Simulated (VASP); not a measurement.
# Cu: single point with PBE0

Crystal: Cu.

```xyz
2
Lattice="2.4998 0.0000 0.0000 -1.2499 2.1649 0.0000 0.0000 0.0000 4.0570" Properties=species:S:1:pos:R:3 pbc="T T T"
Cu    1.2499    0.7216    3.0427
Cu    0.0000    1.4433    1.0142
```

This isn't the form of Cu at room conditions, which is fcc.

* Program: VASP 6.6.1
* Task: single point
* Functional: PBE0
* Potentials or basis: VASP PAW PBE potentials, release 64 (Cu)
* Cutoff: 520 eV
* k mesh: 6 × 6 × 4
* Occupations: fermi-dirac, width 0.05 eV
* Spin: no spin polarisation

```yaml
Pressure: 15.7 GPa
Band_gap_on_the_k_mesh: zero (bands 11 and 12 overlap by 9.02 eV)
```

Stress tensor (GPa, compression positive):
```
16.66  0.00  0.00
 0.00 16.66  0.00
 0.00  0.00 13.64
```

Levels at points of the mesh, in eV from the Fermi level:
```
           k point  band 8  band 9  band 10  band 11  band 12  band 13  band 14  band 15
(0.00, 0.00, 0.00)   -3.91   -3.91    -2.89    -2.89    -0.93     5.97    24.02    25.43
(0.50, 0.00, 0.00)   -2.80   -2.75    -2.66     0.66     2.91    10.12    10.75    13.23
(0.00, 0.00, 0.50)   -4.52   -3.22    -3.22    -3.22    -3.22    15.54    15.54    24.78
(0.50, 0.00, 0.50)   -2.98   -2.69    -2.69     1.52     1.52     7.05     7.05    19.23
```

It took 14 min on 1 thread of Intel(R) Xeon(R) 6975P-C (Granite Rapids), with other jobs on the host, peak memory 0.14 GiB.

Caveat: the k points lie up to 0.48 Å⁻¹ apart, too coarse for converged energies and pressures of a metal; the PAW data sets were made with another functional, which shifts forces and pressure a little.
